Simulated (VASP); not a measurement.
Input of a VASP 6.6.1 run:

Contents of INCAR:

```
ALGO     = Normal         # electronic algorithm
EDIFF    = 1E-6           # SCF threshold, eV
ENCUT    = 500            # plane-wave cutoff, eV
GGA      = PE             # functional
GGA_COMPAT= False        
ISIF     = 2              # what is computed and relaxed
ISMEAR   = -1             # smearing method
LASPH    = True           # aspherical terms in the spheres
LCHARG   = True           # write CHGCAR
LELF     = True           # ELF
LREAL    = False          # projectors in reciprocal space
LVHAR    = True         
LWAVE    = False          # write WAVECAR
NBANDS   = 9              # bands
NELM     = 120            # most SCF steps
PREC     = Accurate       # precision mode
SIGMA    = 0.05           # smearing width, eV
```

KPOINTS

```
k-points
0
Gamma
  12 12 12
```

POSCAR

```
Se
1.0
   -1.7167791761      1.7167791761      1.7167791761
    1.7167791761     -1.7167791761      1.7167791761
    1.7167791761      1.7167791761     -1.7167791761
Se
1
Direct
    0.0000000000      0.0000000000      0.0000000000
```

Potentials or basis: VASP PAW PBE potentials, release 64 (Se).

The run is started by

```sh
$ cat potpaw_PBE.64/Se/POTCAR > POTCAR
$ mpirun -np 1 vasp_std > vasp.out
```

Q: What does it give for the band gap on the k mesh?

A: Zero (bands 3 and 4 overlap by 6.73 eV).

Q: Predict the pressure.

A: 0.0 GPa.
